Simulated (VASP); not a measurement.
# Cu3As2 (P3m1) in VASP: a series of runs

The runs below take Cu3As2 through single point, relaxation of cell and atoms, with PBE.

Program: VASP 6.6.1. These are calculated values, not measurements. Logs are shortened: lines on timing, memory, paths and dates and some standing lists are left out, and cuts for length are marked.

## Step 1: The cell of the first run

The structure is trigonal, space group P3m1 (No. 156). The conventional cell has a = 3.999 Å, b = 3.999 Å, c = 6.759 Å, α = 90.00°, β = 90.00°, γ = 120.00°. Within 3.1 Å of Cu (site symmetry 3m) lie 3 As at 2.36 Å and 3 Cu at 2.44 Å. Within 3.2 Å of Cu (site symmetry 3m) lie 4 As at 2.41 to 2.44 Å. Cu (site symmetry 3m) has 4 As at 2.34 to 2.65 Å and 3 Cu at 2.44 Å within 3.1 Å. Within 3.1 Å of As (site symmetry 3m) lie 7 Cu at 2.36 to 2.65 Å. Within 3.1 Å of As (site symmetry 3m) lie 4 Cu at 2.34 to 2.41 Å.

## Step 2: Single point, PBE (atoms taken out)

Input file INCAR:

```
  PREC = Accurate
  ENCUT = 520
  EDIFF = 1E-6
  ISMEAR = 0
  SIGMA = 0.1
  LREAL = False
  LASPH = True
  NELM = 80
  ALGO = Normal
  ISIF = 2
  LWAVE = False
  LCHARG = False
  GGA = PE
  NBANDS = 30
```

Input file KPOINTS:

```
Automatic mesh
0
Gamma
  6 6 2
```

Input file POSCAR:

```
Cu3As2
1.0
    3.9985743407     -0.0000000024      0.0000000000
   -1.9992871683      3.4628669592      0.0000000000
    0.0000000000      0.0000000000      6.7592296389
Cu As
3 2
Direct
    0.0000000000      0.0000000000      0.0846102666
    0.3333333333      0.6666666667      0.6506371256
    0.6666666667      0.3333333333      0.2035260369
    0.3333333333      0.6666666667      1.0114821648
    0.6666666667      0.3333333333      0.5497444060
```

Potentials or basis: VASP PAW PBE potentials, release 64 (Cu, As).

Command:

```bash
$ cat potpaw_PBE.64/Cu/POTCAR potpaw_PBE.64/As/POTCAR > POTCAR
$ mpirun -np 1 vasp_std > vasp.out
```

OUTCAR:

```text
PREC = Accurate
   ENCUT = 520
   EDIFF = 1E-6
   ISMEAR = 0
   LREAL = False
   LASPH = True
   NELM = 80
   ISIF = 2
   GGA = PE

 ion  position               nearest neighbor table
   1  0.000  0.000  0.085-   4 2.36   4 2.36   4 2.36   3 2.44   3 2.44   3 2.44
   2  0.333  0.667  0.651-   5 2.41   5 2.41   5 2.41   4 2.44
   3  0.667  0.333  0.204-   5 2.34   1 2.44   1 2.44   1 2.44   4 2.65   4 2.65   4 2.65
   4  0.333  0.667  0.011-   1 2.36   1 2.36   1 2.36   2 2.44   3 2.65   3 2.65   3 2.65
   5  0.667  0.333  0.550-   3 2.34   2 2.41   2 2.41   2 2.41

  LATTYP: Found a hexagonal cell.
 ALAT       =     3.9985743407
 C/A-ratio  =     1.6904098969

  Lattice vectors:

 A1 = (   3.9985743407,  -0.0000000024,   0.0000000000)
 A2 = (  -1.9992871683,   3.4628669592,   0.0000000000)
 A3 = (   0.0000000000,   0.0000000000,   6.7592296389)

Analysis of symmetry for initial positions (statically):
=====================================================================
 Subroutine PRICEL returns:
 Original cell was already a primitive cell.

 Routine SETGRP: Setting up the symmetry group for a
 hexagonal supercell.

 Subroutine GETGRP returns: Found  6 space group operations
 (whereof  6 operations were pure point group operations)
 out of a pool of 24 trial point group operations.

The static configuration has the point symmetry C_3v.

Analysis of symmetry for dynamics (positions and initial velocities):
=====================================================================
 Subroutine PRICEL returns:
 Original cell was already a primitive cell.

 Routine SETGRP: Setting up the symmetry group for a
 hexagonal supercell.

 Subroutine GETGRP returns: Found  6 space group operations
 (whereof  6 operations were pure point group operations)
 out of a pool of 24 trial point group operations.

The dynamic configuration has the point symmetry C_3v.

 Subroutine INISYM returns: Found  6 space group operations
 (whereof  6 operations are pure point group operations),
 and found     1 'primitive' translations

----------------------------------------------------------------------------------------

                                     Primitive cell

  volume of cell :      93.5919

  direct lattice vectors                    reciprocal lattice vectors
     3.998574341 -0.000000002  0.000000000     0.250089136  0.144389030  0.000000000
[... 81 lines left out ...]
   EDIFF  = 0.1E-05   stopping-criterion for ELM
   LREAL  =      F    real-space projection
   EDIFFG = 0.1E-04   stopping-criterion for IOM
   NSW    =      0    number of steps for IOM
   IBRION =     -1    ionic relax: 0-MD 1-quasi-New 2-CG
   NFREE  =      0    steps in history (QN), initial steepest desc. (CG)
   ISIF   =      2    stress and relaxation
   ISYM   =      2    0-nonsym 1-usesym 2-fastsym
   POTIM  = 0.5000    time-step for ionic-motion
   TEBEG  =    0.0;   TEEND  =   0.0 temperature during run
   PSTRESS=    0.0 pullay stress
   NELECT =      43.0000    total number of electrons
   NUPDOWN=      -1.0000    fix difference up-down
   EMIN   =  10.00;   EMAX   =-10.00  energy-range for DOS
   EFERMI =   0.00;   METHOD = LEGACY
   ISMEAR =     0;   SIGMA  =   0.10  broadening in eV -4-tet -1-fermi 0-gaus
   EFERMI_NEDOS =   21; number of points for ismear=-14 and -15
   IALGO  =     38    algorithm
   IMIX   =      4    mixing-type and parameters
     AMIX     =   0.40;   BMIX     =  1.00
     AMIX_MAG =   1.60;   BMIX_MAG =  1.00
  volume/ion in A,a.u.               =      18.72       126.32
  Fermi-wavevector in a.u.,A,eV,Ry     =   1.263237  2.387172 21.711746  1.595768
  Thomas-Fermi vector in A             =   2.396604
   LORBIT       =      0    0 simple, 1 ext, 2 COOP (PROOUT), +10 PAW based schemes
   GGA     = PE    functional components
   LHFCALC =     F    Hartree Fock is set to
   AEXX    =    0.0000 exact exchange contribution
   IVDW    =     0    specifies the selected vdW correction
   LEPSILON=     F    determine dielectric tensor
   LRPA    =     F    only Hartree local field effects (RPA)
 non-spin polarized calculation
 Gauss-broadening in eV      SIGMA  =   0.10
  energy-cutoff  :      520.00
  volume of cell :       93.59
 maximum number of plane-waves:      2563
 NGX is ok and might be reduce to    30
   NGX = 15   NGY = 15   NGZ = 25

 number of electron      43.0000041 magnetization

 Free energy of the ion-electron system (eV)
  ---------------------------------------------------
  ext. energy  EPLUGINS =         0.00000000
  ---------------------------------------------------
  free energy    TOTEN  =       -19.35597662 eV

  energy without entropy =      -19.33685642  energy(sigma->0) =      -19.34641652

 E-fermi :   4.0122     XC(G=0): -10.1751

 val. band max:        3.9947154057   @ k =   0.1667   0.1667   0.5000
 cond. band min:       4.0594505755   @ k =   0.5000   0.0000   0.5000
 fundamental gap:      0.0647351698
 Fermi energy:         4.0121959477

 k-point     1 :       0.0000    0.0000    0.0000
  band No.  band energies     occupation
      1      -8.0384      2.00000
      2      -6.6519      2.00000
      3      -1.0076      2.00000
      4      -0.3978      2.00000
      5      -0.3978      2.00000
      6       0.4920      2.00000
[... 451 lines left out ...]
     29      12.2502      0.00000
     30      12.4017      0.00000

------------------------ aborting loop because EDIFF is reached ----------------------------------------

  FORCE on cell =-STRESS in cart. coord.  units (eV):
  Direction    XX          YY          ZZ          XY          YZ          ZX
  --------------------------------------------------------------------------------------
  -------------------------------------------------------------------------------------
  Total        0.1790269      0.1790269      0.0897632     -0.0000000     -0.0000000      0.0000000
  in kB        3.0647192      3.0647192      1.5366350     -0.0000000     -0.0000000      0.0000000
  external PRESSURE =       2.5553578 kB  Pullay stress =       0.0000000 kB

 VOLUME and BASIS-vectors are now :
 -----------------------------------------------------------------------------
  energy-cutoff  :      520.00
  volume of cell :       93.59
      direct lattice vectors                 reciprocal lattice vectors
     3.998574341 -0.000000002  0.000000000     0.250089136  0.144389030  0.000000000
    -1.999287168  3.462866959  0.000000000     0.000000000  0.288778059  0.000000000
     0.000000000  0.000000000  6.759229639     0.000000000  0.000000000  0.147945854

 POSITION                                       TOTAL-FORCE (eV/Angst)
 -----------------------------------------------------------------------------------
      0.00000      0.00000      0.57190         0.000000     -0.000000     -0.004724
      0.00000      2.30858      4.39781         0.000000     -0.000000      0.001704
      1.99929      1.15429      1.37568         0.000000     -0.000000     -0.003051
      0.00000      2.30858      0.07761        -0.000000      0.000000      0.003305
      1.99929      1.15429      3.71585         0.000000     -0.000000      0.002766
 -----------------------------------------------------------------------------------
    total drift:                               -0.000000      0.000001     -0.000151

  FREE ENERGIE OF THE ION-ELECTRON SYSTEM (eV)
  ---------------------------------------------------
  free  energy   TOTEN  =       -19.3559766206 eV

  energy  without entropy=      -19.3368564205  energy(sigma->0) =      -19.34641652
```

Run time: 27 s. Hardware: 1 thread of Intel Xeon 6975P-C (Granite Rapids), shared host; peak memory 0.2 GiB.

Results:

* Free energy: -19.3560 eV
* Pressure: 0.3 GPa
* Largest force: 0.005 eV/Å
* Band gap on the k mesh: zero (an odd number of electrons rules out a gap without spin polarisation)

Forces in eV/Å, atoms in the order of the input:
```
Cu   0.000  0.000 -0.005
Cu   0.000  0.000  0.002
Cu   0.000  0.000 -0.003
As   0.000  0.000  0.003
As   0.000  0.000  0.003
```

Caveat: the k points lie up to 0.46 Å⁻¹ apart, too coarse for converged energies and pressures of a metal; the cell differs from its parent crystal (atoms taken out).

## Step 3: Single point, PBE (atoms taken out)

Edit INCAR of step 2 so:

```diff
@@ -7,3 +7,3 @@
   LASPH = True
-  NELM = 80
+  NELM = 100
   ALGO = Normal
```

Input file KPOINTS:

```
regular mesh
0
Gamma
  6 6 4
```

Input file POSCAR:

```
Cu3As2
1.0
    4.0353073771      0.0000000000      0.0000000000
   -2.0176536886      3.4946787007      0.0000000000
    0.0000000000      0.0000000000      6.6101662683
Cu As
3 2
Direct
    0.0000000000      0.0000000000      0.0864614311
    0.3333333333      0.6666666667      0.6476404523
    0.6666666667      0.3333333333      0.1987872113
    0.3333333333      0.6666666667      0.0146045407
    0.6666666667      0.3333333333      0.5525063645
```

Potentials or basis: VASP PAW PBE potentials, release 64 (Cu, As).

Command:

```bash
$ cat potpaw_PBE.64/Cu/POTCAR potpaw_PBE.64/As/POTCAR > POTCAR
$ mpirun -np 1 vasp_std > vasp.out
```

OUTCAR:

```text
PREC = Accurate
   ENCUT = 520
   EDIFF = 1E-6
   ISMEAR = 0
   LREAL = False
   LASPH = True
   NELM = 100
   ISIF = 2
   GGA = PE

 ion  position               nearest neighbor table
   1  0.000  0.000  0.086-   4 2.38   4 2.38   4 2.38   3 2.45   3 2.45   3 2.45
   2  0.333  0.667  0.648-   5 2.41   5 2.41   5 2.41   4 2.43
   3  0.667  0.333  0.199-   5 2.34   1 2.45   1 2.45   1 2.45   4 2.63   4 2.63   4 2.63
   4  0.333  0.667  0.015-   1 2.38   1 2.38   1 2.38   2 2.43   3 2.63   3 2.63   3 2.63
   5  0.667  0.333  0.553-   3 2.34   2 2.41   2 2.41   2 2.41

  LATTYP: Found a hexagonal cell.
 ALAT       =     4.0353073771
 C/A-ratio  =     1.6380824682

  Lattice vectors:

 A1 = (   4.0353073771,   0.0000000000,   0.0000000000)
 A2 = (  -2.0176536886,   3.4946787007,   0.0000000000)
 A3 = (   0.0000000000,   0.0000000000,   6.6101662683)

Analysis of symmetry for initial positions (statically):
=====================================================================
 Subroutine PRICEL returns:
 Original cell was already a primitive cell.

 Routine SETGRP: Setting up the symmetry group for a
 hexagonal supercell.

 Subroutine GETGRP returns: Found  6 space group operations
 (whereof  6 operations were pure point group operations)
 out of a pool of 24 trial point group operations.

The static configuration has the point symmetry C_3v.

Analysis of symmetry for dynamics (positions and initial velocities):
=====================================================================
 Subroutine PRICEL returns:
 Original cell was already a primitive cell.

 Routine SETGRP: Setting up the symmetry group for a
 hexagonal supercell.

 Subroutine GETGRP returns: Found  6 space group operations
 (whereof  6 operations were pure point group operations)
 out of a pool of 24 trial point group operations.

The dynamic configuration has the point symmetry C_3v.
[... 122 lines left out ...]
   IMIX   =      4    mixing-type and parameters
     AMIX     =   0.40;   BMIX     =  1.00
     AMIX_MAG =   1.60;   BMIX_MAG =  1.00
  volume/ion in A,a.u.               =      18.64       125.81
  Fermi-wavevector in a.u.,A,eV,Ry     =   1.264927  2.390366 21.769880  1.600041
  Thomas-Fermi vector in A             =   2.398207
   LORBIT       =      0    0 simple, 1 ext, 2 COOP (PROOUT), +10 PAW based schemes
   GGA     = PE    functional components
   LHFCALC =     F    Hartree Fock is set to
   AEXX    =    0.0000 exact exchange contribution
   IVDW    =     0    specifies the selected vdW correction
   LEPSILON=     F    determine dielectric tensor
   LRPA    =     F    only Hartree local field effects (RPA)
 non-spin polarized calculation
 Gauss-broadening in eV      SIGMA  =   0.10
  energy-cutoff  :      520.00
  volume of cell :       93.22
 maximum number of plane-waves:      2541
 NGX is ok and might be reduce to    30
   NGX = 15   NGY = 15   NGZ = 25

 number of electron      43.0000044 magnetization

 Free energy of the ion-electron system (eV)
  ---------------------------------------------------
  ext. energy  EPLUGINS =         0.00000000
  ---------------------------------------------------
  free energy    TOTEN  =       -19.40740724 eV

  energy without entropy =      -19.39205140  energy(sigma->0) =      -19.39972932

 E-fermi :   4.2098     XC(G=0): -10.2031

 val. band max:        4.1969964691   @ k =   0.1667   0.0000   0.2500
 cond. band min:       4.2201223995   @ k =   0.3333   0.3333   0.5000
 fundamental gap:      0.0231259304
 Fermi energy:         4.2097592664

 k-point     1 :       0.0000    0.0000    0.0000
  band No.  band energies     occupation
      1      -8.0060      2.00000
      2      -6.5434      2.00000
      3      -0.9192      2.00000
      4      -0.3250      2.00000
      5      -0.3250      2.00000
      6       0.5658      2.00000
[... 781 lines left out ...]
     29      12.0740      0.00000
     30      12.2351      0.00000

------------------------ aborting loop because EDIFF is reached ----------------------------------------

  FORCE on cell =-STRESS in cart. coord.  units (eV):
  Direction    XX          YY          ZZ          XY          YZ          ZX
  --------------------------------------------------------------------------------------
  -------------------------------------------------------------------------------------
  Total        0.1453368      0.1453368      0.0470031     -0.0000000      0.0000000      0.0000000
  in kB        2.4979861      2.4979861      0.8078693     -0.0000000      0.0000000      0.0000000
  external PRESSURE =       1.9346139 kB  Pullay stress =       0.0000000 kB

 VOLUME and BASIS-vectors are now :
 -----------------------------------------------------------------------------
  energy-cutoff  :      520.00
  volume of cell :       93.22
      direct lattice vectors                 reciprocal lattice vectors
     4.035307377  0.000000000  0.000000000     0.247812597  0.143074669  0.000000000
    -2.017653689  3.494678701  0.000000000     0.000000000  0.286149339  0.000000000
     0.000000000  0.000000000  6.610166268     0.000000000  0.000000000  0.151282125

 POSITION                                       TOTAL-FORCE (eV/Angst)
 -----------------------------------------------------------------------------------
      0.00000      0.00000      0.57152         0.000000     -0.000000      0.028681
     -0.00000      2.32979      4.28101         0.000000      0.000000     -0.015972
      2.01765      1.16489      1.31402        -0.000000     -0.000000     -0.031105
     -0.00000      2.32979      0.09654        -0.000000      0.000000     -0.002139
      2.01765      1.16489      3.65216        -0.000000      0.000000      0.020536
 -----------------------------------------------------------------------------------
    total drift:                                0.000000      0.000000      0.001702

  FREE ENERGIE OF THE ION-ELECTRON SYSTEM (eV)
  ---------------------------------------------------
  free  energy   TOTEN  =       -19.4074072374 eV

  energy  without entropy=      -19.3920513972  energy(sigma->0) =      -19.39972932
```

Run time: 42 s. Hardware: 1 thread of Intel Xeon 6975P-C (Granite Rapids), shared host; peak memory 0.22 GiB.

What came out:

```yaml
Free_energy: -19.4074 eV
Pressure: 0.2 GPa
Largest_force: 0.031 eV/Å
Band_gap_on_the_k_mesh: zero (an odd number of electrons rules out a gap without spin polarisation)
```

Forces on the atoms (eV/Å):
```
Cu   0.000  0.000  0.029
Cu   0.000  0.000 -0.016
Cu   0.000  0.000 -0.031
As   0.000  0.000 -0.002
As   0.000  0.000  0.021
```

Caveat: the cell differs from its parent crystal (atoms taken out).

## Step 4: Single point, PBE (atoms taken out)

Input file INCAR:

```
SYSTEM = Cu3As2
PREC = Accurate
ENCUT = 520
EDIFF = 1E-6
ISMEAR = 0
SIGMA = 0.1
LREAL = .False.
LASPH = .True.
NELM = 60
ALGO = Normal
ISIF = 2
LWAVE = .False.
LCHARG = .True.
GGA = PE
LELF = .True.
LVHAR = .True.
NBANDS = 30
```

Input file KPOINTS:

```
regular mesh
0
Gamma
  6 6 2
  0 0 0
```

Input file POSCAR:

```
Cu3As2
1.0
    4.8105432900      0.0000000000      0.0000000000
   -2.4052716400      4.1660526900      0.0000000000
    0.0000000000      0.0000000000     11.7833764400
Cu As
3 2
Direct
    0.0000000000      0.0000000000      0.0000000000
    0.3333333300      0.6666666700      0.6666666700
    0.6666666700      0.3333333300      0.3333333300
    0.3333333300      0.6666666700      0.9166666700
    0.6666666700      0.3333333300      0.5833333300
```

Command:

```bash
$ cat potpaw_PBE.64/Cu/POTCAR potpaw_PBE.64/As/POTCAR > POTCAR
$ mpirun -np 1 vasp_std > vasp.out
```

Run time: 70 s. Hardware: 1 thread of Intel Xeon 6975P-C (Granite Rapids), shared host; peak memory 0.36 GiB.

The run converged. Its results:

- Free energy: -12.2346 eV
- Pressure: -7.0 GPa
- Largest force: 1.561 eV/Å
- Band gap on the k mesh: zero (an odd number of electrons rules out a gap without spin polarisation)

Forces in eV/Å, atoms in the order of the input:
```
Cu   0.000  0.000 -1.158
Cu   0.000  0.000 -0.029
Cu   0.000  0.000  1.561
As   0.000  0.000  0.215
As   0.000  0.000 -0.589
```

Stress tensor (GPa, compression positive):
```
-6.77  0.00  0.00
 0.00 -6.77  0.00
 0.00  0.00 -7.35
```

Levels at points of the mesh, in eV from the Fermi level:
```tsv
k point	band 19	band 20	band 21	band 22	band 23	band 24
(0.00, 0.00, 0.00)	-0.54	-0.08	0.57	0.57	0.80	0.80
(0.50, 0.00, 0.00)	-0.72	-0.51	-0.13	-0.09	0.27	1.24
(0.00, 0.00, 0.50)	-0.77	0.57	0.57	0.67	0.80	0.80
(0.50, 0.00, 0.50)	-0.72	-0.49	-0.13	-0.08	0.26	1.17
```

Caveat: the cell differs from its parent crystal (atoms taken out); the cell stands under tension; forces of over 1 eV/Å act on the atoms, so gaps and moduli don't describe the material at rest.

(Continued in part 2 of 2.)

The gap in the log of VASP goes by the Fermi energy; the results here count the filled bands.